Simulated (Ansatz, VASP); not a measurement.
## One calculation of GaN, two programs

```
CELL_PARAMETERS angstrom
3.27859 0.00000 0.00000
-1.63930 2.83934 0.00000
0.00000 0.00000 5.18360
ATOMIC_POSITIONS crystal
Ga 0.33333 0.66667 0.99911
Ga 0.66667 0.33333 0.49911
N 0.33333 0.66667 0.37589
N 0.66667 0.33333 0.87589
```

Change from the starting cell: strain +0.030 along x and y, +0.000 along z, atoms carried along.

Alike in both runs: task single point; functional r2SCAN; k mesh 12 × 12 × 6; occupations gaussian, width 0.05 eV; no spin polarisation.

```csv
,VASP,Ansatz
version,VASP 6.6.1,Ansatz 0.2.0
potentials or method,"VASP PAW PBE potentials, release 64 (Ga_d, N), cutoff 520 eV","scalar-relativistic, plane waves, PAW"
valence electrons in the cell,36,36
```

Ansatz gave:

```
gap on the k mesh at the Fermi level (eV)                     : 1.94
least direct gap on the mesh (eV)                             : 1.94
pressure (GPa)                                                : -10.0
traceless stress, the component that is largest in VASP (GPa) : 6.65
rms of the force components (eV/Å)                            : 0.139
```

Task: Estimate VASP's values.

Result: gap on the k mesh at the Fermi level (eV): 1.94; least direct gap on the mesh (eV): 1.94; pressure (GPa): -9.2; traceless stress, the component that is largest in VASP (GPa): 6.81; rms of the force components (eV/Å): 0.144.

VASP's potentials were made for PBE, not for r2SCAN. Atom by atom the forces differ by 0.004 eV/Å (rms over components).
